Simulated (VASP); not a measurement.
The system is Ge.

```
CELL_PARAMETERS angstrom
3.99762 0.00000 0.00000
-1.99881 3.46204 0.00000
0.00000 0.00000 6.59282
ATOMIC_POSITIONS crystal
Ge 0.33333 0.66667 0.00037
Ge 0.66667 0.33333 0.50037
Ge 0.33333 0.66667 0.37463
Ge 0.66667 0.33333 0.87463
```

Base run:

- Program: VASP 6.6.1
- Functional: r2SCAN
- Potentials or basis: VASP PAW PBE potentials, release 64 (Ge_d)
- Cutoff: 520 eV
- k mesh: 12 × 12 × 4
- Occupations: fermi-dirac, width 0.02 eV
- Spin: no spin polarisation

Its results: band gap on the k mesh 0.06 eV, direct; pressure 0.1 GPa; largest force 0.004 eV/Å.

The run is repeated on the same cell with these changes: functional from r2SCAN to PBE. What comes out?

Band gap on the k mesh 0.11 eV, direct; pressure 2.9 GPa; largest force 0.009 eV/Å.

Caveats: the PAW data sets were made with another functional, which shifts forces and pressure a little (some runs).

A k mesh can miss the band edges.
